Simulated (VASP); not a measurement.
# AlN (P2) in VASP: further runs, part 2 of 2

VASP 6.6.1.

## (4) Single point, PBE

This run uses another cell than the first one, of 13.71 Å³/atom, 1.484 times its volume.

INCAR reads:

```
PREC = Accurate
ENCUT = 910
EDIFF = 1E-6
ISMEAR = 0
SIGMA = 0.1
LREAL = False
LASPH = True
NELM = 120
ALGO = Normal
ISIF = 2
LWAVE = False
LCHARG = True
GGA = PE
LELF = True
LVHAR = True
NBANDS = 21
GGA_COMPAT = False
```

KPOINTS reads:

```
regular mesh
0
Gamma
  6 4 6
```

POSCAR reads:

```
AlN
1.0
    3.2994624099      0.0000000000      0.1865492862
    0.0000000000      6.3791639968      0.0000000000
   -1.1627886310      0.0000000000      3.8437145194
Al N
3 3
Direct
    0.5000000000      0.7530470931      0.5000000000
    0.5000000000      0.1640724377      0.5000000000
    0.5000000000      0.4216819991      0.0000000000
    0.0000000000      0.3702399709      0.5000000000
    0.5000000000      0.7050204764      0.0000000000
    0.0000000000      0.5859380228      0.5000000000
```

Potentials or basis: VASP PAW PBE potentials, release 64 (Al, N_h).

The run is started by

```sh
cat potpaw_PBE.64/Al/POTCAR potpaw_PBE.64/N_h/POTCAR > POTCAR
mpirun -np 1 vasp_std > vasp.out
```

OUTCAR:

```text
PREC = Accurate
   ENCUT = 910
   EDIFF = 1E-6
   ISMEAR = 0
   LREAL = False
   LASPH = True
   NELM = 120
   ISIF = 2
   GGA = PE

 ion  position               nearest neighbor table
   1  0.500  0.753  0.500-   6 1.97   6 1.97   5 2.03   5 2.03   2 2.62   3 2.92   3 2.92
   2  0.500  0.164  0.500-   4 2.11   4 2.11   3 2.59   3 2.59   1 2.62
   3  0.500  0.422  0.000-   5 1.81   4 2.30   4 2.30   2 2.59   2 2.59   1 2.92   1 2.92
   4  0.000  0.370  0.500-   6 1.38   2 2.11   2 2.11   3 2.30   3 2.30
   5  0.500  0.705  0.000-   3 1.81   1 2.03   1 2.03
   6  0.000  0.586  0.500-   4 1.38   1 1.97   1 1.97

  LATTYP: Found a simple monoclinic cell.
 ALAT       =     3.3047318848
 B/A-ratio  =     1.9303121158
 C/A-ratio  =     1.2151504222
 COS(beta)  =    -0.2350646831

  Lattice vectors:

 A1 = (   3.2994624099,   0.0000000000,   0.1865492862)
 A2 = (   0.0000000000,   6.3791639968,   0.0000000000)
 A3 = (  -1.1627886310,   0.0000000000,   3.8437145194)

Analysis of symmetry for initial positions (statically):
=====================================================================
 Subroutine PRICEL returns:
 Original cell was already a primitive cell.

 Routine SETGRP: Setting up the symmetry group for a
 simple monoclinic supercell.

 Subroutine GETGRP returns: Found  2 space group operations
 (whereof  2 operations were pure point group operations)
 out of a pool of  4 trial point group operations.

The static configuration has the point symmetry C_2 .

Analysis of symmetry for dynamics (positions and initial velocities):
=====================================================================
 Subroutine PRICEL returns:
 Original cell was already a primitive cell.

 Routine SETGRP: Setting up the symmetry group for a
 simple monoclinic supercell.

 Subroutine GETGRP returns: Found  2 space group operations
 (whereof  2 operations were pure point group operations)
 out of a pool of  4 trial point group operations.

[... 124 lines left out ...]
   EFERMI_NEDOS =   21; number of points for ismear=-14 and -15
   IALGO  =     38    algorithm
   IMIX   =      4    mixing-type and parameters
     AMIX     =   0.40;   BMIX     =  1.00
     AMIX_MAG =   1.60;   BMIX_MAG =  1.00
  volume/ion in A,a.u.               =      13.71        92.55
  Fermi-wavevector in a.u.,A,eV,Ry     =   1.085686  2.051648 16.037368  1.178713
  Thomas-Fermi vector in A             =   2.221805
   LORBIT       =      0    0 simple, 1 ext, 2 COOP (PROOUT), +10 PAW based schemes
   GGA     = PE    functional components
   LHFCALC =     F    Hartree Fock is set to
   AEXX    =    0.0000 exact exchange contribution
   IVDW    =     0    specifies the selected vdW correction
   LEPSILON=     F    determine dielectric tensor
   LRPA    =     F    only Hartree local field effects (RPA)
 non-spin polarized calculation
 Gauss-broadening in eV      SIGMA  =   0.10
  energy-cutoff  :      910.00
  volume of cell :       82.29
 maximum number of plane-waves:      5148
 NGX is ok and might be reduce to    36
   NGX = 17   NGY = 31   NGZ = 19

 number of electron      23.9999999 magnetization

 Free energy of the ion-electron system (eV)
  ---------------------------------------------------
  ext. energy  EPLUGINS =         0.00000000
  ---------------------------------------------------
  free energy    TOTEN  =       -34.15453588 eV

  energy without entropy =      -34.15291390  energy(sigma->0) =      -34.15372489

 E-fermi :   5.7202     XC(G=0):  -9.7769

 val. band max:        5.6691419652   @ k =   0.1667   0.0000  -0.0000
 cond. band min:       5.8964790867   @ k =   0.5000   0.5000   0.1667
 fundamental gap:      0.2273371215
 Fermi energy:         5.7201675743

 k-point     1 :       0.0000    0.0000    0.0000
  band No.  band energies     occupation
      1     -14.8378      2.00000
      2      -8.7246      2.00000
      3      -6.4106      2.00000
      4      -2.2246      2.00000
      5      -1.7700      2.00000
      6      -0.1806      2.00000
[... 565 lines left out ...]
     20      13.9085      0.00000
     21      14.2910      0.00000

 [... further k-points ...]
[... 5 lines left out ...]
  --------------------------------------------------------------------------------------
  -------------------------------------------------------------------------------------
  Total       -0.1333042     -0.1296741     -0.0844606      0.0000000      0.0000000      0.0662414
  in kB       -2.5955599     -2.5248783     -1.6445277      0.0000000      0.0000000      1.2897837
  external PRESSURE =      -2.2549886 kB  Pullay stress =       0.0000000 kB

 VOLUME and BASIS-vectors are now :
 -----------------------------------------------------------------------------
  energy-cutoff  :      910.00
  volume of cell :       82.29
      direct lattice vectors                 reciprocal lattice vectors
     3.299462410  0.000000000  0.186549286     0.297982948  0.000000000  0.090144880
     0.000000000  6.379163997  0.000000000     0.000000000  0.156760353  0.000000000
    -1.162788631  0.000000000  3.843714519    -0.014462184  0.000000000  0.255789948

 POSITION                                       TOTAL-FORCE (eV/Angst)
 -----------------------------------------------------------------------------------
      1.06834      4.80381      2.01513        -0.000000     -0.024426      0.000000
      1.06834      1.04664      2.01513        -0.000000      0.001839      0.000000
      1.64973      2.68998      0.09327        -0.000000     -0.008588      0.000000
     -0.58139      2.36182      1.92186        -0.000000      0.010032      0.000000
      1.64973      4.49744      0.09327         0.000000      0.019952      0.000000
     -0.58139      3.73779      1.92186        -0.000000      0.001191      0.000000
 -----------------------------------------------------------------------------------
    total drift:                                0.000000      0.000182      0.000000

  FREE ENERGIE OF THE ION-ELECTRON SYSTEM (eV)
  ---------------------------------------------------
  free  energy   TOTEN  =       -34.1545358752 eV

  energy  without entropy=      -34.1529139037  energy(sigma->0) =      -34.15372489
```

OSZICAR:

```text
N       E                     dE             d eps       ncg     rms          rms(c)
DAV:   1     0.132710045174E+03    0.13271E+03   -0.14662E+04  2520   0.155E+03
DAV:   2    -0.161908900603E+02   -0.14890E+03   -0.14103E+03  3398   0.226E+02
DAV:   3    -0.383295680518E+02   -0.22139E+02   -0.21745E+02  3247   0.872E+01
DAV:   4    -0.389444741831E+02   -0.61491E+00   -0.61294E+00  3191   0.153E+01
DAV:   5    -0.389573263020E+02   -0.12852E-01   -0.12848E-01  3223   0.225E+00    0.131E+01
DAV:   6    -0.354217471005E+02    0.35356E+01   -0.60109E+01  3303   0.295E+01    0.885E+00
DAV:   7    -0.342574340211E+02    0.11643E+01   -0.92896E+00  3258   0.137E+01    0.374E+00
DAV:   8    -0.341800851503E+02    0.77349E-01   -0.11782E+00  3035   0.598E+00    0.202E+00
DAV:   9    -0.341571725644E+02    0.22913E-01   -0.11854E-01  3218   0.238E+00    0.819E-01
DAV:  10    -0.341542821383E+02    0.28904E-02   -0.27877E-02  3418   0.958E-01    0.262E-01
DAV:  11    -0.341543205434E+02   -0.38405E-04   -0.42154E-03  3106   0.351E-01    0.140E-01
DAV:  12    -0.341545073322E+02   -0.18679E-03   -0.70650E-04  2978   0.152E-01    0.432E-02
DAV:  13    -0.341545249645E+02   -0.17632E-04   -0.10897E-04  3190   0.619E-02    0.224E-02
DAV:  14    -0.341545337181E+02   -0.87536E-05   -0.28394E-05  3171   0.301E-02    0.451E-03
DAV:  15    -0.341545353839E+02   -0.16658E-05   -0.52735E-06  3191   0.141E-02    0.306E-03
DAV:  16    -0.341545358752E+02   -0.49133E-06   -0.15567E-06  2530   0.687E-03
   1 F= -.34154536E+02 E0= -.34153725E+02  d E =-.162197E-02
```

stdout:

```text
POSCAR found type information on POSCAR AlN
 POSCAR found :  2 types and       6 ions
 scaLAPACK will be used
 LDA part: xc-table for (Slater+PW92), standard interpolation
 POSCAR, INCAR and KPOINTS ok, starting setup
 FFT: planning ... GRIDC
 FFT: planning ... GRID_SOFT
 FFT: planning ... GRID
 WAVECAR not read
 entering main loop
```

It took 2.8 min on 1 thread of AMD EPYC 9R45 (Zen 5), shared host; peak memory 0.36 GiB.

Results:

```
Free energy            : -34.1545 eV
Pressure               : -0.2 GPa
Largest force          : 0.024 eV/Å
Band gap on the k mesh : zero (band 12 reaches 5.96 eV, above the bottom of band 13 at 5.34 eV)
```

Forces in eV/Å, atoms in the order of the input:
```
Al   0.000 -0.024  0.000
Al   0.000  0.002  0.000
Al   0.000 -0.009  0.000
N    0.000  0.010  0.000
N    0.000  0.020  0.000
N    0.000  0.001  0.000
```

Caveat: the cutoff is under 1.25 times the usual one of these potentials, so pressure, stress and relaxed cells hold a basis-set (Pulay) error.

## (5) Overview

| potentials or basis | cell | cutoff (eV) | second run | gap on the mesh (eV) | pressure (GPa) | largest force (eV/Å) |
| --- | --- | --- | --- | --- | --- | --- |
| VASP PAW PBE potentials, release 64 (Al, N) | a = 3.522, b = 4.887 Å, angles 90.0, 113.8, 90.0°, 6 atoms | 520 | - | none | 94.3 | 11.08 |
| VASP PAW PBE potentials, release 64 (Al, N) | a = 3.305, b = 6.379, c = 4.016 Å, angles 90.0, 103.6, 90.0°, 6 atoms | 520 | - | none | -0.1 | 0.10 |
| VASP PAW PBE potentials, release 64 (Al, N_h) | a = 3.305, b = 6.379, c = 4.016 Å, angles 90.0, 103.6, 90.0°, 6 atoms | 910 | hard_potentials | none | -0.2 | 0.02 |

Alike in all rows: task single point; level PBE; no spin polarisation; k mesh 6 × 4 × 6; smearing gaussian 0.1 eV.

Caveats: forces of over 1 eV/Å act on the atoms, so gaps and moduli don't describe the material at rest (some runs); the cutoff is under 1.25 times the usual one of these potentials, so pressure, stress and relaxed cells hold a basis-set (Pulay) error (some runs).

Total energies depend on the potentials used, so only differences within one code and one set of settings carry meaning.
